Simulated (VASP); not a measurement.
Input of a VASP 6.6.1 run:

Contents of INCAR:

```
PREC = Accurate
ENCUT = 520
EDIFF = 1E-6
ISMEAR = 0
SIGMA = 0.01
LREAL = F
LASPH = T
NELM = 80
ALGO = Normal
ISIF = 2
LWAVE = F
LCHARG = T
GGA = PE
LELF = T
LVHAR = T
NBANDS = 11
```

The input KPOINTS:

```
Automatic mesh
0
Gamma
  6 6 6
```

Contents of POSCAR:

```
SiC
1.0
    0.0697494702      2.1606797213      2.1606797213
    2.1606797213      0.0697494702      2.1606797213
    2.1606797213      2.1606797213      0.0697494702
Si C
1 1
Direct
    0.0017486237      0.0017486237      0.0017486237
    0.2482513763      0.2482513763      0.2482513763
```

Potentials or basis: VASP PAW PBE potentials, release 64 (Si, C).

Run with:

```console
$ cat potpaw_PBE.64/Si/POTCAR potpaw_PBE.64/C/POTCAR > POTCAR
$ mpirun -np 1 vasp_std > vasp.out
```

(1) Estimate the band gap on the k mesh.

(2) Predict the pressure.

## Answers

(1) 1.01 eV, indirect (least direct gap 4.23 eV).

(2) 22.9 GPa.

Caveat: the k points lie up to 0.43 Å⁻¹ apart; the cell differs from its parent crystal (epitaxial 111 strain -4.0%).
